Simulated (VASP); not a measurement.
Write the native input for VASP 6.6.1 that does the following.

| Item | Value |
| --- | --- |
| Task | single point |
| Functional | PBEsol |
| Potentials or basis | VASP PAW PBE potentials, release 64 (K_sv, Ta_sv_GW, O) |
| Cutoff | 700 eV |
| k mesh | 8 × 8 × 8 |
| Occupations | gaussian, width 0.05 eV |
| Spin | no spin polarisation |
| Dipole correction | no |
| Further INCAR settings | ALGO = Normal; EDIFF = 1e-06; NBANDS = 28 |

The structure of KTaO3 lies in POSCAR:

```
KTaO3
1.0
    4.0194517430      0.0000000000      0.0000000000
    0.0000000000      4.0194517430      0.0000000000
    0.0000000000      0.0000000000      3.7091500685
K Ta O
1 1 3
Direct
    0.5000000000      0.5000000000      0.5000000000
    0.0000000000      0.0000000000      0.0000000000
    0.5000000000      0.0000000000      0.0000000000
    0.0000000000      0.5000000000      0.0000000000
    0.0000000000      0.0000000000      0.5000000000
```

One way to write it, as run:

INCAR

```
PREC = Accurate
ENCUT = 700
EDIFF = 1E-6
ISMEAR = 0
SIGMA = 0.05
LREAL = False
LASPH = True
NELM = 120
ALGO = Normal
ISIF = 2
LWAVE = False
LCHARG = False
GGA = PS
NBANDS = 28
GGA_COMPAT = False
```

KPOINTS

```
Automatic mesh
0
Gamma
  8 8 8
```

Potentials or basis: VASP PAW PBE potentials, release 64 (K_sv, Ta_sv_GW, O).

Command:

```bash
$ cat potpaw_PBE.64/K_sv/POTCAR potpaw_PBE.64/Ta_sv_GW/POTCAR potpaw_PBE.64/O/POTCAR > POTCAR
$ mpirun -np 1 vasp_std > vasp.out
```

It gave:

```yaml
Pressure: 16.0 GPa
Band_gap_on_the_k_mesh: 2.08 eV (least direct gap 2.58 eV)
```

Caveat: the stress differs along the axes, from 2 to 44 GPa; the PAW data sets were made with another functional, which shifts forces and pressure a little; spin-orbit coupling is left out, which moves the levels of the heavy elements.

It took 94 s on 1 thread of Intel(R) Xeon(R) 6975P-C (Granite Rapids) (shared host), peak memory 0.32 GiB.
